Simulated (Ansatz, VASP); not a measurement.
## Two plane-wave programs on BaO

Contents of INCAR:

```
SYSTEM = BaO
PREC = Accurate
ENCUT = 600
EDIFF = 1E-6
ISMEAR = 0
SIGMA = 0.01
LREAL = .FALSE.
LASPH = .TRUE.
NELM = 120
ALGO = Normal
ISIF = 2
LWAVE = .FALSE.
LCHARG = .TRUE.
GGA = PE
LELF = .TRUE.
LVHAR = .TRUE.
NBANDS = 15
GGA_COMPAT = .FALSE.
```

The input KPOINTS:

```
Automatic mesh
0
G
  6 6 6
  0 0 0
```

Contents of POSCAR:

```
BaO
1.0
    0.0000000000      2.7128332818      2.7128332818
    2.7128332818      0.0000000000      2.7128332818
    2.7128332818      2.7128332818      0.0000000000
Ba O
1 1
Direct
    0.0000000000      0.0000000000      0.0000000000
    0.5000000000      0.5000000000      0.5000000000
```

Input for Ansatz:

```yaml
crystal:
  lattice:
    - [0.0, 2.7128332817635172, 2.7128332817635172]
    - [2.7128332817635172, 0.0, 2.7128332817635172]
    - [2.7128332817635172, 2.7128332817635172, 0.0]
  atoms:
    - { symbol: Ba, position: [0.0, 0.0, 0.0] }
    - { symbol: O, position: [0.5, 0.5, 0.5] }
basis:
  ecutwfc: 550.0
kpoints:
  mp_grid:
    grid: [6, 6, 6]
hamiltonian:
  xc: pbe
scf:
  occupations:
    method: fixed
output:
  stress: true
```

Alike in both runs: task single point; functional PBE; k mesh 6 × 6 × 6; no spin polarisation.

|  | VASP | Ansatz |
| --- | --- | --- |
| version | VASP 6.6.1 | Ansatz 0.2.0 |
| potentials or method | VASP PAW PBE potentials, release 64 (Ba_sv, O), cutoff 600 eV | plane waves, PAW |
| occupations | gaussian, width 0.01 eV | fixed |
| valence electrons in the cell | 16 | 16 |

|  | VASP | Ansatz | Ansatz less VASP |
| --- | --- | --- | --- |
| pressure (GPa) | 8.8 | 6.7 | -2.10 |

Neither program's run includes spin-orbit coupling.
